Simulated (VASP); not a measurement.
Ge: single point with PBE

Ge:

```
CELL_PARAMETERS angstrom
0.00000 2.79139 2.79139
2.79139 0.00000 2.79139
2.79139 2.79139 0.00000
ATOMIC_POSITIONS crystal
Ge 0.00000 0.00000 0.00000
Ge 0.25000 0.25000 0.25000
```

This cell differs from its parent crystal: volume scaled by 0.91.

- Program: VASP 6.6.1
- Task: single point
- Functional: PBE
- Potentials or basis: VASP PAW PBE potentials, release 64 (Ge_d)
- Cutoff: 520 eV
- k mesh: 14 × 14 × 14
- Occupations: gaussian, width 0.1 eV
- Spin: no spin polarisation
- Dipole correction: no
- Further INCAR settings: ALGO = Normal; EDIFF = 1e-06; NBANDS = 21

```yaml
Pressure: 6.9 GPa
Band_gap_on_the_k_mesh: 0.31 eV, indirect (least direct gap 0.41 eV)
```

Levels at points of the mesh, in eV from the valence-band top:
```
           k point  band 12  band 13  band 14  band 15  band 16  band 17
(0.00, 0.00, 0.00)     0.00     0.00     0.00     0.41     2.57     2.57
(0.50, 0.00, 0.00)    -7.79    -1.47    -1.47     0.31     3.77     3.77
(0.50, 0.50, 0.00)    -9.04    -3.22    -3.22     0.70     0.70     9.85
```

It took 36 s on 1 thread of Intel(R) Xeon(R) 6975P-C (Granite Rapids), on a shared host, peak memory 0.21 GiB.

 A k mesh can miss the band edges.
